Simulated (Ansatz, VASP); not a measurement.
**One calculation of SrTiO3, two programs**

The input INCAR:

```
  PREC = Accurate
  ENCUT = 520
  EDIFF = 1E-7
  ISMEAR = -1
  SIGMA = 0.05
  LREAL = F
  LASPH = T
  NELM = 80
  ALGO = Normal
  ISIF = 2
  LWAVE = F
  LCHARG = F
  GGA = PS
  NBANDS = 28
```

KPOINTS

```
Automatic mesh
0
Gamma
  7 7 7
```

File POSCAR:

```
SrTiO3
1.0
    3.9050000000     -0.0390500000     -0.0390500000
   -0.0390500000      3.9050000000     -0.0390500000
   -0.0390500000     -0.0390500000      3.9050000000
Sr Ti O
1 1 3
Direct
    0.0000000000      0.0000000000      0.0000000000
    0.5000000000      0.5000000000      0.5000000000
    0.0000000000      0.5000000000      0.5000000000
    0.5000000000      0.0000000000      0.5000000000
    0.5000000000      0.5000000000      0.0000000000
```

Input for Ansatz:

```yaml
crystal:
  lattice:
    - [3.905, -0.03905, -0.03905]
    - [-0.03905, 3.905, -0.03905]
    - [-0.03905, -0.03905, 3.905]
  atoms:
    - { symbol: Sr, position: [0.0, 0.0, 0.0] }
    - { symbol: Ti, position: [0.5, 0.5, 0.5] }
    - { symbol: O, position: [0.0, 0.5, 0.5] }
    - { symbol: O, position: [0.5, 0.0, 0.5] }
    - { symbol: O, position: [0.5, 0.5, 0.0] }
kpoints:
  mp_grid: { grid: [7, 7, 7] }
  band_path:
    path:
      - [0.0, 0.0, 0.0]
      - [0.5, 0.0, 0.0]
      - [0.5, -0.5, 0.5]
      - [0.4804921086, -0.5195078914, 0.4804921086]
      - [0.4804921086, 0.4804921086, 0.4804921086]
      - [0.0, 0.0, 0.0]
      - [0.5, -0.5, 0.0]
    npoints: 5
scf:
  occupations: { method: fermi_dirac, width: 0.05 }
hamiltonian:
  xc: pbesol
  pseudopotentials: { kind: all_electron, lapw: { basis_error: 0.001 } }
output:
  forces: true
  stress: true
  eigenvalues: true
```

Change from the starting cell: equal xy, yz and zx shear strains of -2 %.

Alike in both runs: task single point; functional PBEsol; k mesh 7 × 7 × 7; occupations fermi-dirac, width 0.05 eV; no spin polarisation.

|  | VASP | Ansatz |
| --- | --- | --- |
| version | VASP 6.6.1 | Ansatz 0.2.0 |
| potentials or method | VASP PAW PBE potentials, release 64 (Sr_sv, Ti_sv, O), cutoff 520 eV | all-electron LAPW, scalar-relativistic |

VASP gave:

* pressure (GPa): -1.2
* traceless stress, the component that is largest in VASP (GPa): 2.28

Estimate Ansatz's values.

pressure (GPa): -1.9; traceless stress, the component that is largest in VASP (GPa): 2.27.

VASP's potentials were made for PBE, not for PBEsol. Ansatz ran all-electron here, and VASP with PAW potentials.
